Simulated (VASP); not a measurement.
# CuNi2 (P-6m2) in VASP: further runs, part 2 of 2

VASP 6.6.1.

## (4) Relaxation of cell and atoms, PBE, collinear spin, ferrimagnetic start

INCAR

```
PREC = Accurate ; ENCUT = 600
EDIFF = 1E-7 ; ISMEAR = 0
SIGMA = 0.1 ; LREAL = F
LASPH = T ; NELM = 150
ALGO = Fast ; ISIF = 3
LWAVE = F ; LCHARG = F
ISPIN = 2 ; MAGMOM = 0 0 -2 -2 2 -2
LORBIT = 11 ; LMAXMIX = 4
GGA = PE ; IBRION = 2
NSW = 90 ; EDIFFG = -0.04
```

KPOINTS

```
Automatic mesh
0
Gamma
  6 6 2
```

POSCAR

```
CuNi2
1.0
    2.5206944100      0.0000000000      0.0000000000
   -1.2603472100      2.1829853900      0.0000000000
    0.0000000000      0.0000000000     11.9475983600
Cu Ni
2 4
Direct
    0.3333333300      0.6666666700      0.6666666700
    0.3333333300      0.6666666700      0.3333333300
    0.3333333300      0.6666666700      0.0000000000
    0.6666666700      0.3333333300      0.8333333300
    0.6666666700      0.3333333300      0.1666666700
    0.6666666700      0.3333333300      0.5000000000
```

Potentials or basis: VASP PAW PBE potentials, release 64 (Cu, Ni).

Launch:

```console
$ cat potpaw_PBE.64/Cu/POTCAR potpaw_PBE.64/Ni/POTCAR > POTCAR
$ mpirun -np 1 vasp_std > vasp.out
```

OUTCAR:

```text
PREC = Accurate
   ENCUT = 600
   EDIFF = 1E-7
   ISMEAR = 0
   LREAL = F
   LASPH = T
   NELM = 150
   ISIF = 3
   ISPIN = 2
   LORBIT = 11
   GGA = PE
   IBRION = 2
   NSW = 90
   EDIFFG = -0.04

 ion  position               nearest neighbor table
   1  0.333  0.667  0.667-   4 2.47   4 2.47   4 2.47   6 2.47   6 2.47   6 2.47
   2  0.333  0.667  0.333-   5 2.47   5 2.47   5 2.47   6 2.47   6 2.47   6 2.47
   3  0.333  0.667  0.000-   4 2.47   5 2.47   4 2.47   5 2.47   4 2.47   5 2.47
   4  0.667  0.333  0.833-   1 2.47   1 2.47   1 2.47   3 2.47   3 2.47   3 2.47
   5  0.667  0.333  0.167-   2 2.47   2 2.47   2 2.47   3 2.47   3 2.47   3 2.47
   6  0.667  0.333  0.500-   1 2.47   2 2.47   1 2.47   2 2.47   1 2.47   2 2.47

  LATTYP: Found a hexagonal cell.
 ALAT       =     2.5206944100
 C/A-ratio  =     4.7398043621

  Lattice vectors:

 A1 = (   2.5206944100,   0.0000000000,   0.0000000000)
 A2 = (  -1.2603472100,   2.1829853900,   0.0000000000)
 A3 = (   0.0000000000,   0.0000000000,  11.9475983600)

Analysis of symmetry for initial positions (statically):
=====================================================================
 Subroutine PRICEL returns:
 Original cell was already a primitive cell.

 Routine SETGRP: Setting up the symmetry group for a
 hexagonal supercell.

 Subroutine GETGRP returns: Found 12 space group operations
 (whereof 12 operations were pure point group operations)
 out of a pool of 24 trial point group operations.

The static configuration has the point symmetry D_3h.

Analysis of symmetry for dynamics (positions and initial velocities):
=====================================================================
 Subroutine PRICEL returns:
 Original cell was already a primitive cell.

 Routine SETGRP: Setting up the symmetry group for a
 hexagonal supercell.

 Subroutine GETGRP returns: Found 12 space group operations
 (whereof 12 operations were pure point group operations)
 out of a pool of 24 trial point group operations.

The dynamic configuration has the point symmetry D_3h.

Analysis of structural, dynamic, and magnetic symmetry:
[... 153 lines left out ...]
  ---------------------------------------------------
  ext. energy  EPLUGINS =         0.00000000
  ---------------------------------------------------
  free energy    TOTEN  =       -29.12324521 eV

  energy without entropy =      -29.08541224  energy(sigma->0) =      -29.10432872

------------------------ aborting loop because EDIFF is reached ----------------------------------------

  FORCE on cell =-STRESS in cart. coord.  units (eV):
  Direction    XX          YY          ZZ          XY          YZ          ZX
  --------------------------------------------------------------------------------------
  -------------------------------------------------------------------------------------
  Total        0.2662016      0.2662016      5.1743469     -0.0000000      0.0000000      0.0000000
  in kB        6.4873838      6.4873838    126.0998251     -0.0000000      0.0000000      0.0000000
  external PRESSURE =      46.3581976 kB  Pullay stress =       0.0000000 kB
[... 267 lines left out ...]
--------------------------------------- Ionic step        8  -------------------------------------------

 number of electron      62.0000002 magnetization      -1.8349002

 Free energy of the ion-electron system (eV)
  ---------------------------------------------------
  ext. energy  EPLUGINS =         0.00000000
  ---------------------------------------------------
  free energy    TOTEN  =       -29.24833937 eV

  energy without entropy =      -29.21545462  energy(sigma->0) =      -29.23189699

 E-fermi :   8.5158     XC(G=0): -13.0441

 val. band max:        8.5102627034   @ k =   0.1667   0.1667   0.0000
 cond. band min:       8.5395106682   @ k =   0.3333   0.1667   0.5000
 fundamental gap:      0.0292479647
 Fermi energy:         8.5157811645

 spin component 1

 k-point     1 :       0.0000    0.0000    0.0000
  band No.  band energies     occupation
      1      -0.4403      1.00000
      2       0.4864      1.00000
      3       0.6334      1.00000
      4       2.8990      1.00000
      5       3.0937      1.00000
      6       3.9800      1.00000
[... 577 lines left out ...]
     38      14.1343      0.00000
     39      15.1759      0.00000
 Fermi energy:         8.5157811645

 spin component 2

 k-point     1 :       0.0000    0.0000    0.0000
  band No.  band energies     occupation
      1      -0.4292      1.00000
      2       0.4987      1.00000
      3       0.6439      1.00000
      4       2.8804      1.00000
      5       3.0488      1.00000
      6       3.8223      1.00000
[... 610 lines left out ...]
  FREE ENERGIE OF THE ION-ELECTRON SYSTEM (eV)
  ---------------------------------------------------
  free  energy   TOTEN  =       -29.2483393717 eV

  energy  without entropy=      -29.2154546177  energy(sigma->0) =      -29.23189699

 reached required accuracy - stopping structural energy minimisation

 total charge

# of ion       s       p       d       tot
------------------------------------------
    1        0.455   0.406   9.175  10.037
    2        0.455   0.406   9.175  10.037
    3        0.494   0.490   8.305   9.290
    4        0.484   0.463   8.330   9.277
    5        0.484   0.463   8.330   9.277
    6        0.477   0.442   8.356   9.275
--------------------------------------------------
tot          2.850   2.671  51.672  57.194

 magnetization (x)

# of ion       s       p       d       tot
------------------------------------------
    1        0.000   0.005  -0.014  -0.009
    2        0.000   0.005  -0.014  -0.009
    3        0.003   0.022  -0.729  -0.705
    4        0.003   0.017  -0.568  -0.548
    5        0.003   0.017  -0.568  -0.548
    6       -0.002   0.000  -0.052  -0.053
--------------------------------------------------
tot          0.008   0.065  -1.944  -1.872
```

OSZICAR:

```text
N       E                     dE             d eps       ncg     rms          rms(c)
DAV:   1     0.507974962892E+03    0.50797E+03   -0.30187E+04  2184   0.284E+03
DAV:   2     0.162701578468E+02   -0.49170E+03   -0.47370E+03  2198   0.473E+02
[... 144 lines left out ...]
RMM:   8    -0.292483406040E+02    0.13210E-03   -0.79780E-05  2193   0.104E-01    0.232E-02
RMM:   9    -0.292483377963E+02    0.28077E-05   -0.17618E-05  2345   0.418E-02    0.102E-02
RMM:  10    -0.292483385085E+02   -0.71223E-06   -0.68855E-06  2483   0.186E-02    0.563E-03
RMM:  11    -0.292483389555E+02   -0.44700E-06   -0.17225E-06  2250   0.956E-03    0.242E-03
RMM:  12    -0.292483393039E+02   -0.34840E-06   -0.24285E-07  1357   0.496E-03    0.188E-03
RMM:  13    -0.292483393717E+02   -0.67802E-07   -0.19459E-07  1302   0.561E-03
   8 F= -.29248339E+02 E0= -.29231897E+02  d E =-.212201E-03  mag=    -1.8349
```

Run time: 26 min. Hardware: 1 thread of Intel Xeon 8259CL, shared host; peak memory 0.27 GiB.

Results:

```
Free energy                                           : -29.2483 eV
Relaxed volume                                        : 11.23 Å³/atom
Relaxed cell                                          : a = 2.499 Å, b = 2.499 Å, c = 12.456 Å, α = 90.00°, β = 90.00°, γ = 120.00°
Space group after relaxing (to 0.1 Å)                 : P-6m2 (No. 187)
Energy gained by relaxing                             : 20.8 meV/atom
Ionic steps                                           : 8
Pressure after relaxing                               : -0.1 GPa
Largest force after relaxing                          : 0.008 eV/Å
Net moment                                            : -1.83 μB per cell
Site moments                                          : Cu -0.01; Ni -0.70, -0.55, -0.05 (each value once) μB
Valence electrons inside the program's atomic spheres : Cu 10.04; Ni 9.29, 9.28 (each value once)
```

Forces in eV/Å, atoms in the order of the input:
```
Cu   0.000  0.000  0.008
Cu   0.000  0.000 -0.008
Ni   0.000  0.000  0.000
Ni   0.000  0.000 -0.004
Ni   0.000  0.000  0.004
Ni   0.000  0.000  0.000
```

Step by step:
```csv
step,energy change (eV),largest force (eV/Å),pressure (GPa),volume (Å³)
1,0.0000,0.4548,4.64,65.74
2,-0.0963,0.2164,-3.65,68.77
3,-0.0984,0.2417,-2.67,68.36
4,-0.1212,0.0965,0.42,67.17
5,-0.1215,0.1114,0.07,67.29
6,-0.1232,0.0728,0.07,67.29
7,-0.1249,0.0416,0.09,67.30
8,-0.1251,0.0081,-0.12,67.39
```

Final structure:
```
Cu Ni
1.0
     2.49941    0.00000    0.00000
    -1.24971    2.16455    0.00000
     0.00000    0.00000   12.45624
Cu Ni
2 4
Cartesian
  0.0000 1.4430 8.3181
  0.0000 1.4430 4.1382
  0.0000 1.4430 0.0000
  1.2497 0.7215 10.4339
  1.2497 0.7215 2.0223
  1.2497 0.7215 6.2281
```

Levels at points of the mesh, in eV from the Fermi level:
Spin up:
```tsv
k point	band 27	band 28	band 29	band 30	band 31	band 32	band 33	band 34	band 35	band 36
(0.00, 0.00, 0.00)	-1.20	-0.64	-0.64	-0.53	-0.21	-0.21	-0.15	-0.15	0.05	0.05
(0.50, 0.00, 0.00)	0.22	0.26	0.35	0.35	0.61	0.74	1.29	2.18	2.41	3.11
(0.00, 0.00, 0.50)	-1.24	-1.17	-0.63	-0.63	-0.21	-0.21	-0.15	-0.15	0.05	0.05
(0.50, 0.00, 0.50)	0.22	0.26	0.35	0.35	0.87	1.16	1.33	1.55	2.70	3.06
```
Spin down:
| k point | band 30 | band 31 | band 32 | band 33 | band 34 | band 35 | band 36 | band 37 |
| --- | --- | --- | --- | --- | --- | --- | --- | --- |
| (0.00, 0.00, 0.00) | -0.78 | -0.78 | -0.68 | -0.68 | -0.51 | -0.26 | -0.26 | 4.97 |
| (0.50, 0.00, 0.00) | 0.21 | 0.58 | 0.73 | 1.04 | 2.05 | 2.33 | 2.87 | 6.36 |
| (0.00, 0.00, 0.50) | -1.21 | -0.79 | -0.79 | -0.68 | -0.68 | -0.26 | -0.26 | 6.28 |
| (0.50, 0.00, 0.50) | 0.21 | 0.83 | 0.95 | 1.16 | 1.48 | 2.62 | 2.80 | 6.06 |

Caveat: the k points lie up to 0.48 Å⁻¹ apart in the final cell.

## (5) Summary

```csv
task,cell,cutoff (eV),gap on the mesh (eV),pressure (GPa),moment (μB),largest force (eV/Å)
single point,"a = 2.521, b = 2.521, c = 11.948 Å, angles 90.0, 90.0, 120.0°, 6 atoms, atomic positions A",520,none,4.6,1.66,0.46
single point,"a = 2.498, b = 2.498, c = 12.448 Å, angles 90.0, 90.0, 120.0°, 6 atoms, atomic positions B",520,none,0.2,1.83,0.01
relaxation of cell and atoms,"relaxed from a = 2.521, b = 2.521, c = 11.948 Å, angles 90.0, 90.0, 120.0°, 6 atoms, atomic positions A",600,none,-0.1,1.83,0.01
```

Alike in all rows: level PBE; potentials or basis VASP PAW PBE potentials, release 64 (Cu, Ni); spin collinear, ferrimagnetic start; k mesh 6 × 6 × 2; smearing gaussian 0.1 eV.

Caveats: all runs use coarse meshes.

Total energies depend on the potentials used, so only differences within one code and one set of settings carry meaning.

The gap in the log of VASP goes by the Fermi energy; the results here count the filled bands.